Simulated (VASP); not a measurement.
# LiH (Fm-3m) in VASP: notebook

Runs on LiH. Level: PBEsol. Tasks: single point, relaxation of cell and atoms.

Program: VASP 6.6.1. These are calculated values, not measurements. Logs are shortened: lines on timing, memory, paths and dates and some standing lists are left out, and cuts for length are marked.

## (1) The cell of the first run

The structure is cubic, space group Fm-3m (No. 225). Conventional cell: a = 3.860 Å, b = 3.860 Å, c = 3.860 Å, α = 90.00°, β = 90.00°, γ = 90.00°. Li (site symmetry m-3m) has 6 H at 1.93 Å within 2.6 Å. Within 2.6 Å of H (site symmetry m-3m) lie 6 Li at 1.93 Å.

## (2) Single point, PBEsol

Input file INCAR:

```
PREC = Accurate
ENCUT = 520
EDIFF = 1E-6
ISMEAR = 0
SIGMA = 0.01
LREAL = F
LASPH = T
NELM = 80
ALGO = Normal
ISIF = 2
LWAVE = F
LCHARG = T
GGA = PS
LELF = T
LVHAR = T
NBANDS = 9
```

Input file KPOINTS:

```
Automatic mesh
0
Gamma
  10 10 10
```

Input file POSCAR:

```
LiH
1.0
    0.0000000000      1.9300174349      1.9300174349
    1.9300174349      0.0000000000      1.9300174349
    1.9300174349      1.9300174349      0.0000000000
Li H
1 1
Direct
    0.0000000000      0.0000000000      0.0000000000
    0.5000000000      0.5000000000      0.5000000000
```

Potentials or basis: VASP PAW PBE potentials, release 64 (Li_sv, H).

Launch:

```console
cat potpaw_PBE.64/Li_sv/POTCAR potpaw_PBE.64/H/POTCAR > POTCAR
mpirun -np 1 vasp_std > vasp.out
```

OUTCAR:

```text
PREC = Accurate
   ENCUT = 520
   EDIFF = 1E-6
   ISMEAR = 0
   LREAL = F
   LASPH = T
   NELM = 80
   ISIF = 2
   GGA = PS

 ion  position               nearest neighbor table
   1  0.000  0.000  0.000-
   2  0.500  0.500  0.500-

  LATTYP: Found a face centered cubic cell.
 ALAT       =     3.8600348698

  Lattice vectors:

 A1 = (   0.0000000000,   1.9300174349,   1.9300174349)
 A2 = (   1.9300174349,   0.0000000000,   1.9300174349)
 A3 = (   1.9300174349,   1.9300174349,   0.0000000000)

Analysis of symmetry for initial positions (statically):
=====================================================================
 Subroutine PRICEL returns:
 Original cell was already a primitive cell.

 Routine SETGRP: Setting up the symmetry group for a
 face centered cubic supercell.

 Subroutine GETGRP returns: Found 48 space group operations
 (whereof 48 operations were pure point group operations)
 out of a pool of 48 trial point group operations.

The static configuration has the point symmetry O_h .

Analysis of symmetry for dynamics (positions and initial velocities):
=====================================================================
 Subroutine PRICEL returns:
 Original cell was already a primitive cell.

 Routine SETGRP: Setting up the symmetry group for a
 face centered cubic supercell.

 Subroutine GETGRP returns: Found 48 space group operations
 (whereof 48 operations were pure point group operations)
 out of a pool of 48 trial point group operations.

The dynamic configuration has the point symmetry O_h .

 Subroutine INISYM returns: Found 48 space group operations
 (whereof 48 operations are pure point group operations),
 and found     1 'primitive' translations

----------------------------------------------------------------------------------------

                                     Primitive cell

  volume of cell :      14.3785

  direct lattice vectors                    reciprocal lattice vectors
     0.000000000  1.930017435  1.930017435    -0.259065017  0.259065017  0.259065017
     1.930017435  0.000000000  1.930017435     0.259065017 -0.259065017  0.259065017
     1.930017435  1.930017435  0.000000000     0.259065017  0.259065017 -0.259065017

  length of vectors
     2.729456832  2.729456832  2.729456832     0.448713772  0.448713772  0.448713772

  position of ions in fractional coordinates (direct lattice)
     0.000000000  0.000000000  0.000000000
     0.500000000  0.500000000  0.500000000

  ion indices of the primitive-cell ions
   primitive index   ion index
                 1           1
                 2           2

----------------------------------------------------------------------------------------

 KPOINTS: Automatic mesh

Automatic generation of k-mesh.
 Grid dimensions read from file:
 generate k-points for:   10   10   10

 Generating k-lattice:

  Cartesian coordinates                     Fractional coordinates (reciprocal lattice)
    -0.025906502  0.025906502  0.025906502     0.100000000  0.000000000  0.000000000
     0.025906502 -0.025906502  0.025906502     0.000000000  0.100000000  0.000000000
     0.025906502  0.025906502 -0.025906502     0.000000000  0.000000000  0.100000000

  Length of vectors
     0.044871377  0.044871377  0.044871377

  Shift w.r.t. Gamma in fractional coordinates (k-lattice)
     0.000000000  0.000000000  0.000000000

 Subroutine IBZKPT returns following result:
 ===========================================

 Found     47 irreducible k-points:

 Following reciprocal coordinates:
            Coordinates               Weight
  0.000000  0.000000  0.000000      1.000000
  0.100000  0.000000  0.000000      8.000000
  0.200000  0.000000  0.000000      8.000000
  0.300000  0.000000  0.000000      8.000000
  0.400000  0.000000  0.000000      8.000000
  0.500000  0.000000  0.000000      4.000000
[... 16 lines left out ...]
  0.300000  0.300000  0.000000      6.000000
  0.400000  0.300000  0.000000     24.000000
 [... further k-points ...]
   k-points           NKPTS =     47   k-points in BZ     NKDIM =     47   number of bands    NBANDS=      9
   number of dos      NEDOS =    301   number of ions     NIONS =      2
   total plane-waves  NPLWV =   8000
   dimension x,y,z NGX =    20 NGY =   20 NGZ =   20
   dimension x,y,z NGXF=    40 NGYF=   40 NGZF=   40
   ions per type =               1   1
   NGX,Y,Z   is equivalent  to a cutoff of  12.18, 12.18, 12.18 a.u.
   NGXF,Y,Z  is equivalent  to a cutoff of  24.36, 24.36, 24.36 a.u.
 SYSTEM =  unknown system
   PREC   = accura    normal or accurate (medium, high low for compatibility)
   ISTART =      0    job   : 0-new  1-cont  2-samecut
   ICHARG =      2    charge: 1-file 2-atom 10-const
   ISPIN  =      1    spin polarized calculation?
   LNONCOLLINEAR =      F non collinear calculations
   LSORBIT =      F    spin-orbit coupling
   LASPH  =      T    aspherical Exc in radial PAW
   ENCUT  =  520.0 eV  38.22 Ry    6.18 a.u.   5.07  5.07  5.07*2*pi/ulx,y,z
   NELM   =     80;   NELMIN=  2; NELMDL= -5     # of ELM steps
   EDIFF  = 0.1E-05   stopping-criterion for ELM
   LREAL  =      F    real-space projection
   EDIFFG = 0.1E-04   stopping-criterion for IOM
   NSW    =      0    number of steps for IOM
   IBRION =     -1    ionic relax: 0-MD 1-quasi-New 2-CG
   NFREE  =      0    steps in history (QN), initial steepest desc. (CG)
   ISIF   =      2    stress and relaxation
   ISYM   =      2    0-nonsym 1-usesym 2-fastsym
   POTIM  = 0.5000    time-step for ionic-motion
   TEBEG  =    0.0;   TEEND  =   0.0 temperature during run
   PSTRESS=    0.0 pullay stress
   NELECT =       4.0000    total number of electrons
   NUPDOWN=      -1.0000    fix difference up-down
   EMIN   =  10.00;   EMAX   =-10.00  energy-range for DOS
   EFERMI =   0.00;   METHOD = LEGACY
   ISMEAR =     0;   SIGMA  =   0.01  broadening in eV -4-tet -1-fermi 0-gaus
   EFERMI_NEDOS =   21; number of points for ismear=-14 and -15
   IALGO  =     38    algorithm
   IMIX   =      4    mixing-type and parameters
     AMIX     =   0.40;   BMIX     =  1.00
     AMIX_MAG =   1.60;   BMIX_MAG =  1.00
  volume/ion in A,a.u.               =       7.19        48.52
  Fermi-wavevector in a.u.,A,eV,Ry     =   1.068703  2.019555 15.539562  1.142126
  Thomas-Fermi vector in A             =   2.204359
   LORBIT       =      0    0 simple, 1 ext, 2 COOP (PROOUT), +10 PAW based schemes
   GGA     = PS    functional components
   LHFCALC =     F    Hartree Fock is set to
   AEXX    =    0.0000 exact exchange contribution
   IVDW    =     0    specifies the selected vdW correction
   LEPSILON=     F    determine dielectric tensor
   LRPA    =     F    only Hartree local field effects (RPA)
 non-spin polarized calculation
 Gauss-broadening in eV      SIGMA  =   0.01
  energy-cutoff  :      520.00
  volume of cell :       14.38
 maximum number of plane-waves:       396
   NGX = 11   NGY = 11   NGZ = 11

 number of electron       3.9999989 magnetization

 Free energy of the ion-electron system (eV)
  ---------------------------------------------------
  ext. energy  EPLUGINS =         0.00000000
  ---------------------------------------------------
  free energy    TOTEN  =        -6.10313679 eV

  energy without entropy =       -6.10313679  energy(sigma->0) =       -6.10313679

 E-fermi :   1.0203     XC(G=0):  -8.9830

 val. band max:        0.7240256299   @ k =   0.5000   0.5000   0.0000
 cond. band min:       3.3632655978   @ k =   0.5000   0.5000   0.0000
 fundamental gap:      2.6392399679
 Fermi energy:         1.0203016996

 k-point     1 :       0.0000    0.0000    0.0000
  band No.  band energies     occupation
      1     -42.9116      2.00000
      2      -5.2578      2.00000
      3      18.3503      0.00000
      4      19.6071      0.00000
      5      19.6071      0.00000
      6      19.6071      0.00000
      7      24.4658      0.00000
      8      24.4658      0.00000
      9      24.4658      0.00000

 k-point     2 :       0.1000    0.0000    0.0000
  band No.  band energies     occupation
      1     -42.9041      2.00000
      2      -5.0747      2.00000
      3      16.4046      0.00000
      4      18.7676      0.00000
      5      19.1657      0.00000
      6      19.1657      0.00000
      7      23.8751      0.00000
      8      25.3956      0.00000
      9      25.3957      0.00000

 k-point     3 :       0.2000    0.0000    0.0000
  band No.  band energies     occupation
      1     -42.8852      2.00000
      2      -4.5389      2.00000
      3      12.6929      0.00000
      4      17.4674      0.00000
      5      18.4653      0.00000
      6      18.4653      0.00000
      7      24.8470      0.00000
      8      25.2613      0.00000
      9      25.2613      0.00000

 k-point     4 :       0.3000    0.0000    0.0000
  band No.  band energies     occupation
      1     -42.8619      2.00000
      2      -3.7095      2.00000
      3       9.2582      0.00000
      4      16.3162      0.00000
      5      18.0441      0.00000
      6      18.0441      0.00000
      7      23.0386      0.00000
      8      23.0386      0.00000
      9      26.5952      0.00000
[... 205 lines left out ...]
 k-point    22 :      -0.2000    0.2000    0.0000
  band No.  band energies     occupation
      1     -42.8541      2.00000
      2      -3.3473      2.00000
      3      10.4422      0.00000
      4      11.0048      0.00000
      5      17.7363      0.00000
      6      18.6071      0.00000
      7      23.7994      0.00000
      8      25.9380      0.00000
      9      27.6918      0.00000

 k-point    23 :       0.3000    0.3000    0.0000
  band No.  band energies     occupation
      1     -42.8463      2.00000
      2      -2.9105      2.00000
      3       9.7177      0.00000
      4      13.4356      0.00000
      5      13.4356      0.00000
      6      16.7258      0.00000
      7      19.5221      0.00000
      8      31.2974      0.00000
      9      33.6842      0.00000

 k-point    24 :       0.4000    0.3000    0.0000
  band No.  band energies     occupation
      1     -42.8318      2.00000
      2      -1.9488      2.00000
      3       7.6014      0.00000
      4      11.5186      0.00000
      5      12.9584      0.00000
      6      17.6989      0.00000
      7      19.5870      0.00000
      8      32.3675      0.00000
      9      32.6246      0.00000

 [... further k-points ...]
[... 5 lines left out ...]
  --------------------------------------------------------------------------------------
  -------------------------------------------------------------------------------------
  Total        0.3404994      0.3404994      0.3404994     -0.0000000      0.0000000      0.0000000
  in kB       37.9413879     37.9413879     37.9413879     -0.0000000      0.0000000      0.0000000
  external PRESSURE =      37.9413879 kB  Pullay stress =       0.0000000 kB

 VOLUME and BASIS-vectors are now :
 -----------------------------------------------------------------------------
  energy-cutoff  :      520.00
  volume of cell :       14.38
      direct lattice vectors                 reciprocal lattice vectors
     0.000000000  1.930017435  1.930017435    -0.259065017  0.259065017  0.259065017
     1.930017435  0.000000000  1.930017435     0.259065017 -0.259065017  0.259065017
     1.930017435  1.930017435  0.000000000     0.259065017  0.259065017 -0.259065017

 POSITION                                       TOTAL-FORCE (eV/Angst)
 -----------------------------------------------------------------------------------
      0.00000      0.00000      0.00000        -0.000000     -0.000000     -0.000000
      1.93002      1.93002      1.93002         0.000000      0.000000      0.000000
 -----------------------------------------------------------------------------------
    total drift:                                0.000000     -0.000000      0.000000

  FREE ENERGIE OF THE ION-ELECTRON SYSTEM (eV)
  ---------------------------------------------------
  free  energy   TOTEN  =        -6.1031367926 eV

  energy  without entropy=       -6.1031367926  energy(sigma->0) =       -6.10313679
```

Run time: 8.5 s. Hardware: 1 thread of Intel Xeon 8259CL, shared host; peak memory 0.12 GiB.

What came out:

* Free energy: -6.1031 eV
* Band gap on the k mesh: 2.64 eV, direct

Caveat: the cutoff is under 1.25 times the usual one of these potentials, so pressure, stress and relaxed cells hold a basis-set (Pulay) error; the PAW data sets were made with another functional, which shifts forces and pressure a little.

(Continued in part 2 of 2.)
